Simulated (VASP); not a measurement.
# TeRu4Rh (F-43m) in VASP: further runs

Runs on TeRu4Rh. Level: PBE. Tasks: single point, relaxation of cell and atoms.

Everything below comes from runs of VASP 6.6.1. Logs are shortened: lines on timing, memory, paths and dates and some standing lists are left out, and cuts for length are marked.

### 1 The cell of the first run

Symmetry: F-43m, No. 216, cubic system. The conventional cell has a = 7.171 Å, b = 7.171 Å, c = 7.171 Å, α = 90.00°, β = 90.00°, γ = 90.00°. Te (site symmetry -43m) has 12 Ru at 2.97 Å and 4 Rh at 3.10 Å within 3.9 Å. Ru (site symmetry 3m) has 6 Ru at 2.54 Å and 3 Rh at 2.97 Å and 3 Te at 2.97 Å within 3.3 Å. Rh (site symmetry -43m) has 12 Ru at 2.97 Å and 4 Te at 3.10 Å within 3.9 Å.

### 2 Single point, PBE

The input, INCAR:

```
PREC = Accurate ; ENCUT = 520
EDIFF = 1E-6 ; ISMEAR = 0
SIGMA = 0.1 ; LREAL = F
LASPH = T ; NELM = 80
ALGO = Normal ; ISIF = 2
LWAVE = F ; LCHARG = F
GGA = PE ; NBANDS = 48
```

The input, KPOINTS:

```
regular mesh
0
Gamma
  4 4 4
```

The input, POSCAR:

```
TeRu4Rh
1.0
    0.0000000000      3.5852616947      3.5852616947
    3.5852616947      0.0000000000      3.5852616947
    3.5852616947      3.5852616947      0.0000000000
Te Ru Rh
1 4 1
Direct
    0.7500000000      0.7500000000      0.7500000000
    0.3750000000      0.8750000000      0.3750000000
    0.3750000000      0.3750000000      0.8750000000
    0.3750000000      0.3750000000      0.3750000000
    0.8750000000      0.3750000000      0.3750000000
    0.0000000000      0.0000000000      0.0000000000
```

Potentials or basis: VASP PAW PBE potentials, release 64 (Te, Ru_pv, Rh_pv).

On the command line:

```
$ cat potpaw_PBE.64/Te/POTCAR potpaw_PBE.64/Ru_pv/POTCAR potpaw_PBE.64/Rh_pv/POTCAR > POTCAR
$ mpirun -np 1 vasp_std > vasp.out
```

OUTCAR:

```text
PREC = Accurate
   ENCUT = 520
   EDIFF = 1E-6
   ISMEAR = 0
   LREAL = F
   LASPH = T
   NELM = 80
   ISIF = 2
   GGA = PE

 ion  position               nearest neighbor table
   1  0.750  0.750  0.750-   2 2.97   3 2.97   5 2.97   4 2.97   4 2.97   4 2.97   2 2.97   2 2.97
                             5 2.97   3 2.97   3 2.97   5 2.97   6 3.10   6 3.10   6 3.10   6 3.10
   2  0.375  0.875  0.375-   4 2.54   3 2.54   3 2.54   4 2.54   5 2.54   5 2.54   6 2.97   1 2.97
                             1 2.97   6 2.97   1 2.97   6 2.97
   3  0.375  0.375  0.875-   4 2.54   2 2.54   4 2.54   5 2.54   2 2.54   5 2.54   6 2.97   1 2.97
                             1 2.97   6 2.97   1 2.97   6 2.97
   4  0.375  0.375  0.375-   2 2.54   3 2.54   5 2.54   3 2.54   2 2.54   5 2.54   1 2.97   6 2.97
                             1 2.97   6 2.97   1 2.97   6 2.97
   5  0.875  0.375  0.375-   4 2.54   3 2.54   2 2.54   2 2.54   3 2.54   4 2.54   6 2.97   1 2.97
                             6 2.97   1 2.97   6 2.97   1 2.97
   6  0.000  0.000  0.000-   2 2.97   3 2.97   5 2.97   4 2.97   4 2.97   4 2.97   3 2.97   2 2.97
                             5 2.97   2 2.97   3 2.97   5 2.97   1 3.10   1 3.10   1 3.10   1 3.10

  LATTYP: Found a face centered cubic cell.
 ALAT       =     7.1705233894

  Lattice vectors:

 A1 = (   0.0000000000,   3.5852616947,   3.5852616947)
 A2 = (   3.5852616947,   0.0000000000,   3.5852616947)
 A3 = (   3.5852616947,   3.5852616947,   0.0000000000)

Analysis of symmetry for initial positions (statically):
=====================================================================
 Subroutine PRICEL returns:
 Original cell was already a primitive cell.

 Routine SETGRP: Setting up the symmetry group for a
 face centered cubic supercell.

 Subroutine GETGRP returns: Found 24 space group operations
 (whereof 24 operations were pure point group operations)
 out of a pool of 48 trial point group operations.

The static configuration has the point symmetry T_d .

Analysis of symmetry for dynamics (positions and initial velocities):
=====================================================================
 Subroutine PRICEL returns:
 Original cell was already a primitive cell.

 Routine SETGRP: Setting up the symmetry group for a
 face centered cubic supercell.

 Subroutine GETGRP returns: Found 24 space group operations
 (whereof 24 operations were pure point group operations)
 out of a pool of 48 trial point group operations.

The dynamic configuration has the point symmetry T_d .

 Subroutine INISYM returns: Found 24 space group operations
 (whereof 24 operations are pure point group operations),
 and found     1 'primitive' translations

----------------------------------------------------------------------------------------

                                     Primitive cell

  volume of cell :      92.1706

  direct lattice vectors                    reciprocal lattice vectors
     0.000000000  3.585261695  3.585261695    -0.139459834  0.139459834  0.139459834
     3.585261695  0.000000000  3.585261695     0.139459834 -0.139459834  0.139459834
     3.585261695  3.585261695  0.000000000     0.139459834  0.139459834 -0.139459834

  length of vectors
     5.070325713  5.070325713  5.070325713     0.241551518  0.241551518  0.241551518

  position of ions in fractional coordinates (direct lattice)
     0.750000000  0.750000000  0.750000000
     0.375000000  0.875000000  0.375000000
     0.375000000  0.375000000  0.875000000
     0.375000000  0.375000000  0.375000000
     0.875000000  0.375000000  0.375000000
     0.000000000  0.000000000  0.000000000

  ion indices of the primitive-cell ions
   primitive index   ion index
                 1           1
                 2           2
                 3           3
                 4           4
                 5           5
                 6           6

----------------------------------------------------------------------------------------

 KPOINTS: regular mesh

Automatic generation of k-mesh.
 Grid dimensions read from file:
 generate k-points for:    4    4    4

 Generating k-lattice:

  Cartesian coordinates                     Fractional coordinates (reciprocal lattice)
    -0.034864958  0.034864958  0.034864958     0.250000000  0.000000000  0.000000000
     0.034864958 -0.034864958  0.034864958     0.000000000  0.250000000  0.000000000
     0.034864958  0.034864958 -0.034864958     0.000000000  0.000000000  0.250000000

  Length of vectors
     0.060387879  0.060387879  0.060387879

  Shift w.r.t. Gamma in fractional coordinates (k-lattice)
     0.000000000  0.000000000  0.000000000

 Subroutine IBZKPT returns following result:
 ===========================================

 Found      8 irreducible k-points:

 Following reciprocal coordinates:
            Coordinates               Weight
  0.000000  0.000000  0.000000      1.000000
  0.250000  0.000000  0.000000      8.000000
  0.500000  0.000000  0.000000      4.000000
  0.250000  0.250000  0.000000      6.000000
  0.500000  0.250000  0.000000     24.000000
 -0.250000  0.250000  0.000000     12.000000
  0.500000  0.500000  0.000000      3.000000
 -0.250000  0.500000  0.250000      6.000000
   k-points           NKPTS =      8   k-points in BZ     NKDIM =      8   number of bands    NBANDS=     48
   number of dos      NEDOS =    301   number of ions     NIONS =      6
   total plane-waves  NPLWV =  64000
   dimension x,y,z NGX =    40 NGY =   40 NGZ =   40
   dimension x,y,z NGXF=    80 NGYF=   80 NGZF=   80
   ions per type =               1   4   1
   NGX,Y,Z   is equivalent  to a cutoff of  13.12, 13.12, 13.12 a.u.
   NGXF,Y,Z  is equivalent  to a cutoff of  26.23, 26.23, 26.23 a.u.
 SYSTEM =  unknown system
   PREC   = accura    normal or accurate (medium, high low for compatibility)
   ISTART =      0    job   : 0-new  1-cont  2-samecut
   ICHARG =      2    charge: 1-file 2-atom 10-const
   ISPIN  =      1    spin polarized calculation?
   LNONCOLLINEAR =      F non collinear calculations
   LSORBIT =      F    spin-orbit coupling
   LASPH  =      T    aspherical Exc in radial PAW
   ENCUT  =  520.0 eV  38.22 Ry    6.18 a.u.   9.43  9.43  9.43*2*pi/ulx,y,z
   NELM   =     80;   NELMIN=  2; NELMDL= -5     # of ELM steps
   EDIFF  = 0.1E-05   stopping-criterion for ELM
   LREAL  =      F    real-space projection
   EDIFFG = 0.1E-04   stopping-criterion for IOM
   NSW    =      0    number of steps for IOM
   IBRION =     -1    ionic relax: 0-MD 1-quasi-New 2-CG
   NFREE  =      0    steps in history (QN), initial steepest desc. (CG)
   ISIF   =      2    stress and relaxation
   ISYM   =      2    0-nonsym 1-usesym 2-fastsym
   POTIM  = 0.5000    time-step for ionic-motion
   TEBEG  =    0.0;   TEEND  =   0.0 temperature during run
   PSTRESS=    0.0 pullay stress
   NELECT =      77.0000    total number of electrons
   NUPDOWN=      -1.0000    fix difference up-down
   EMIN   =  10.00;   EMAX   =-10.00  energy-range for DOS
   EFERMI =   0.00;   METHOD = LEGACY
   ISMEAR =     0;   SIGMA  =   0.10  broadening in eV -4-tet -1-fermi 0-gaus
   EFERMI_NEDOS =   21; number of points for ismear=-14 and -15
   IALGO  =     38    algorithm
   IMIX   =      4    mixing-type and parameters
     AMIX     =   0.40;   BMIX     =  1.00
     AMIX_MAG =   1.60;   BMIX_MAG =  1.00
  volume/ion in A,a.u.               =      15.36       103.67
  Fermi-wavevector in a.u.,A,eV,Ry     =   1.541846  2.913666 32.344964  2.377288
  Thomas-Fermi vector in A             =   2.647734
   LORBIT       =      0    0 simple, 1 ext, 2 COOP (PROOUT), +10 PAW based schemes
   GGA     = PE    functional components
   LHFCALC =     F    Hartree Fock is set to
   AEXX    =    0.0000 exact exchange contribution
   IVDW    =     0    specifies the selected vdW correction
   LEPSILON=     F    determine dielectric tensor
   LRPA    =     F    only Hartree local field effects (RPA)
 non-spin polarized calculation
 Gauss-broadening in eV      SIGMA  =   0.10
  energy-cutoff  :      520.00
  volume of cell :       92.17
 maximum number of plane-waves:      2502
 NGX is ok and might be reduce to    40
   NGX = 19   NGY = 19   NGZ = 19

 number of electron      77.0000011 magnetization

 Free energy of the ion-electron system (eV)
  ---------------------------------------------------
  ext. energy  EPLUGINS =         0.00000000
  ---------------------------------------------------
  free energy    TOTEN  =       -42.97445485 eV

  energy without entropy =      -42.90493144  energy(sigma->0) =      -42.93969315

 E-fermi :  12.2055     XC(G=0): -13.2415

 val. band max:       12.1951490893   @ k =   0.5000   0.2500   0.0000
 cond. band min:      12.2062245194   @ k =   0.5000   0.5000   0.0000
 fundamental gap:      0.0110754301
 Fermi energy:        12.2054567745

 k-point     1 :       0.0000    0.0000    0.0000
  band No.  band energies     occupation
      1     -33.8438      2.00000
      2     -33.8438      2.00000
      3     -33.8438      2.00000
      4     -31.9114      2.00000
      5     -31.0580      2.00000
      6     -31.0580      2.00000
[... 40 lines left out ...]
     47      16.2959      0.00000
     48      16.2959      0.00000

 k-point     2 :       0.2500    0.0000    0.0000
  band No.  band energies     occupation
      1     -33.8440      2.00000
      2     -33.8440      2.00000
      3     -33.8431      2.00000
      4     -31.7852      2.00000
      5     -31.0317      2.00000
      6     -31.0042      2.00000
[... 40 lines left out ...]
     47      16.3566      0.00000
     48      16.3566      0.00000

 k-point     3 :       0.5000    0.0000    0.0000
  band No.  band energies     occupation
      1     -33.8442      2.00000
      2     -33.8442      2.00000
      3     -33.8423      2.00000
      4     -31.6339      2.00000
      5     -30.9535      2.00000
      6     -30.9535      2.00000
[... 244 lines left out ...]
     47      17.4287      0.00000
     48      19.2075      0.00000

 k-point     8 :      -0.2500    0.5000    0.2500
  band No.  band energies     occupation
      1     -33.8441      2.00000
      2     -33.8437      2.00000
      3     -33.8425      2.00000
      4     -31.3233      2.00000
      5     -31.3176      2.00000
      6     -30.8234      2.00000
[... 40 lines left out ...]
     47      15.8689      0.00000
     48      17.0183      0.00000

------------------------ aborting loop because EDIFF is reached ----------------------------------------

  FORCE on cell =-STRESS in cart. coord.  units (eV):
  Direction    XX          YY          ZZ          XY          YZ          ZX
  --------------------------------------------------------------------------------------
  -------------------------------------------------------------------------------------
  Total        5.7154608      5.7154608      5.7154608     -0.0000000     -0.0000000      0.0000000
  in kB       99.3503165     99.3503165     99.3503165     -0.0000000     -0.0000000      0.0000000
  external PRESSURE =      99.3503165 kB  Pullay stress =       0.0000000 kB

 VOLUME and BASIS-vectors are now :
 -----------------------------------------------------------------------------
  energy-cutoff  :      520.00
  volume of cell :       92.17
      direct lattice vectors                 reciprocal lattice vectors
     0.000000000  3.585261695  3.585261695    -0.139459834  0.139459834  0.139459834
     3.585261695  0.000000000  3.585261695     0.139459834 -0.139459834  0.139459834
     3.585261695  3.585261695  0.000000000     0.139459834  0.139459834 -0.139459834

 POSITION                                       TOTAL-FORCE (eV/Angst)
 -----------------------------------------------------------------------------------
      5.37789      5.37789      5.37789         0.000000      0.000000      0.000000
      4.48158      2.68895      4.48158         0.334521     -0.334521      0.334521
      4.48158      4.48158      2.68895         0.334521      0.334521     -0.334521
      2.68895      2.68895      2.68895        -0.334521     -0.334521     -0.334521
      2.68895      4.48158      4.48158        -0.334521      0.334521      0.334521
      0.00000      0.00000      0.00000         0.000000      0.000000      0.000000
 -----------------------------------------------------------------------------------
    total drift:                                0.000001      0.000001      0.000001

  FREE ENERGIE OF THE ION-ELECTRON SYSTEM (eV)
  ---------------------------------------------------
  free  energy   TOTEN  =       -42.9744548509 eV

  energy  without entropy=      -42.9049314434  energy(sigma->0) =      -42.93969315
```

It took 40 s on 1 thread of Oxide Virtual Turin-like, shared host; peak memory 0.22 GiB.

Results:

| Property | Result |
| --- | --- |
| Free energy | -42.9745 eV |
| Pressure | 9.9 GPa |
| Band gap on the k mesh | zero (an odd number of electrons rules out a gap without spin polarisation) |

Levels at points of the mesh, in eV from the Fermi level:
```csv
k point,band 34,band 35,band 36,band 37,band 38,band 39,band 40,band 41,band 42,band 43
"(0.00, 0.00, 0.00)",-0.40,-0.19,-0.19,-0.19,0.17,0.17,0.92,0.92,0.92,2.78
"(0.50, 0.00, 0.00)",-1.18,-0.59,-0.59,-0.34,-0.04,-0.04,0.05,0.10,0.10,1.15
"(0.50, 0.50, 0.00)",-1.50,-1.09,-0.79,-0.63,-0.63,0.00,0.08,0.08,0.11,0.65
```

Caveat: the k points lie up to 0.38 Å⁻¹ apart, too coarse for converged energies and pressures of a metal; spin-orbit coupling is left out, which moves the levels of the heavy elements.

### 3 Single point, PBE

This run uses another cell than the first one, of 16.10 Å³/atom.

The input, INCAR:

```
ALGO = Normal
EDIFF = 1E-7
ENCUT = 520
GGA = PE
ISIF = 2
ISMEAR = 0
LASPH = True
LCHARG = True
LELF = True
LREAL = False
LVHAR = True
LWAVE = False
NBANDS = 48
NELM = 60
PREC = Accurate
SIGMA = 0.1
```

The input, KPOINTS:

```
k-points
0
Gamma
  4 4 4
```

The input, POSCAR:

```
TeRu4Rh
1.0
    0.0000000000      3.6420264621      3.6420264621
    3.6420264621      0.0000000000      3.6420264621
    3.6420264621      3.6420264621      0.0000000000
Te Ru Rh
1 4 1
Direct
    0.7500000000      0.7500000000      0.7500000000
    0.3736738255      0.8789785234      0.3736738255
    0.3736738255      0.3736738255      0.8789785234
    0.3736738255      0.3736738255      0.3736738255
    0.8789785234      0.3736738255      0.3736738255
    0.0000000000      0.0000000000      0.0000000000
```

Potentials or basis: VASP PAW PBE potentials, release 64 (Te, Ru_pv, Rh_pv).

On the command line:

```
$ cat potpaw_PBE.64/Te/POTCAR potpaw_PBE.64/Ru_pv/POTCAR potpaw_PBE.64/Rh_pv/POTCAR > POTCAR
$ mpirun -np 1 vasp_std > vasp.out
```

It took 68 s on 1 thread of Oxide Virtual Turin-like, shared host; peak memory 0.22 GiB.

The run converged. Its results:

```
Free energy            : -43.1231 eV
Pressure               : -0.1 GPa
Largest force          : 0.061 eV/Å
Band gap on the k mesh : zero (an odd number of electrons rules out a gap without spin polarisation)
```

Forces on the atoms (eV/Å):
```
Te   0.000  0.000  0.000
Ru  -0.035  0.035 -0.035
Ru  -0.035 -0.035  0.035
Ru   0.035  0.035  0.035
Ru   0.035 -0.035 -0.035
Rh   0.000  0.000  0.000
```

Levels at points of the mesh, in eV from the Fermi level:
| k point | band 35 | band 36 | band 37 | band 38 | band 39 | band 40 | band 41 | band 42 |
| --- | --- | --- | --- | --- | --- | --- | --- | --- |
| (0.00, 0.00, 0.00) | -0.15 | -0.15 | -0.15 | 0.15 | 0.15 | 0.86 | 0.86 | 0.86 |
| (0.50, 0.00, 0.00) | -0.50 | -0.50 | -0.28 | -0.04 | -0.03 | -0.03 | 0.13 | 0.13 |
| (0.50, 0.50, 0.00) | -1.00 | -0.62 | -0.59 | -0.59 | 0.00 | 0.03 | 0.10 | 0.10 |

Caveat: the k points lie up to 0.37 Å⁻¹ apart, too coarse for converged energies and pressures of a metal; spin-orbit coupling is left out, which moves the levels of the heavy elements.

### 4 Relaxation of cell and atoms, PBE

The input, INCAR:

```
ALGO = Fast
EDIFF = 1E-6
EDIFFG = -0.04
ENCUT = 600
GGA = PE
IBRION = 2
ISIF = 3
ISMEAR = 0
LASPH = True
LCHARG = False
LREAL = False
LWAVE = False
NELM = 60
NSW = 90
PREC = Accurate
SIGMA = 0.1
```

KPOINTS is that of step 3.

The input, POSCAR:

```
TeRu4Rh
1.0
    0.0000000000      3.5852616947      3.5852616947
    3.5852616947      0.0000000000      3.5852616947
    3.5852616947      3.5852616947      0.0000000000
Te Ru Rh
1 4 1
Direct
    0.7500000000      0.7500000000      0.7500000000
    0.3750000000      0.8750000000      0.3750000000
    0.3750000000      0.3750000000      0.8750000000
    0.3750000000      0.3750000000      0.3750000000
    0.8750000000      0.3750000000      0.3750000000
    0.0000000000      0.0000000000      0.0000000000
```

On the command line:

```
$ cat potpaw_PBE.64/Te/POTCAR potpaw_PBE.64/Ru_pv/POTCAR potpaw_PBE.64/Rh_pv/POTCAR > POTCAR
$ mpirun -np 1 vasp_std > vasp.out
```

Wall time 7.4 min (1 thread of Oxide Virtual Turin-like, shared host); peak memory 0.26 GiB.

It converged, with:

| Property | Result |
| --- | --- |
| Free energy | -43.1191 eV |
| Relaxed volume | 16.09 Å³/atom |
| Relaxed cell | a = 5.149 Å, b = 5.149 Å, c = 5.149 Å, α = 60.00°, β = 60.00°, γ = 60.00° |
| Space group after relaxing (to 0.1 Å) | F-43m (No. 216) |
| Energy gained by relaxing | 24.2 meV/atom |
| Ionic steps | 6 |
| Pressure after relaxing | 0.1 GPa |
| Band gap on the k mesh | zero (an odd number of electrons rules out a gap without spin polarisation) |

The path:
| step | energy change (eV) | largest force (eV/Å) | pressure (GPa) | volume (Å³) |
| --- | --- | --- | --- | --- |
| 1 | 0.0000 | 0.5795 | 9.93 | 92.17 |
| 2 | 0.2823 | 0.1937 | -13.96 | 105.46 |
| 3 | -0.1436 | 0.1452 | -0.50 | 96.77 |
| 4 | -0.1438 | 0.1543 | -0.20 | 96.64 |
| 5 | -0.1447 | 0.0866 | 0.22 | 96.45 |
| 6 | -0.1452 | 0.0033 | 0.07 | 96.52 |

Final structure:
```
CELL_PARAMETERS angstrom
0.00000 3.64076 3.64076
3.64076 0.00000 3.64076
3.64076 3.64076 0.00000
ATOMIC_POSITIONS crystal
Te 0.75000 0.75000 0.75000
Ru 0.37382 0.87854 0.37382
Ru 0.37382 0.37382 0.87854
Ru 0.37382 0.37382 0.37382
Ru 0.87854 0.37382 0.37382
Rh 0.00000 0.00000 0.00000
```

Levels at points of the mesh, in eV from the Fermi level:
```
           k point  band 34  band 35  band 36  band 37  band 38  band 39  band 40  band 41  band 42  band 43
(0.00, 0.00, 0.00)    -0.30    -0.16    -0.16    -0.16     0.15     0.15     0.87     0.87     0.87     2.60
(0.50, 0.00, 0.00)    -1.14    -0.50    -0.50    -0.29    -0.04    -0.03    -0.03     0.13     0.13     1.13
(0.50, 0.50, 0.00)    -1.33    -1.00    -0.63    -0.59    -0.59     0.01     0.03     0.10     0.10     0.60
```

Caveat: the k points lie up to 0.37 Å⁻¹ apart in the final cell, too coarse for converged energies and pressures of a metal; spin-orbit coupling is left out, which moves the levels of the heavy elements.

### 5 The runs side by side

```tsv
task	cell	cutoff (eV)	gap on the mesh (eV)	pressure (GPa)
single point	a = 5.070 Å, angles 60.0°, 6 atoms, atomic positions A	520	none	9.9
single point	a = 5.151 Å, angles 60.0°, 6 atoms, atomic positions B	520	none	-0.1
relaxation of cell and atoms	relaxed from a = 5.070 Å, angles 60.0°, 6 atoms, atomic positions A	600	none	0.1
```

Alike in all rows: level PBE; potentials or basis VASP PAW PBE potentials, release 64 (Te, Ru_pv, Rh_pv); no spin polarisation; k mesh 4 × 4 × 4; smearing gaussian 0.1 eV.

Caveats: all runs use coarse meshes; spin-orbit coupling is left out, which moves the levels of the heavy elements.

Absolute energies hang on the potentials; compare differences alone.

The gap in the log of VASP goes by the Fermi energy; the results here count the filled bands.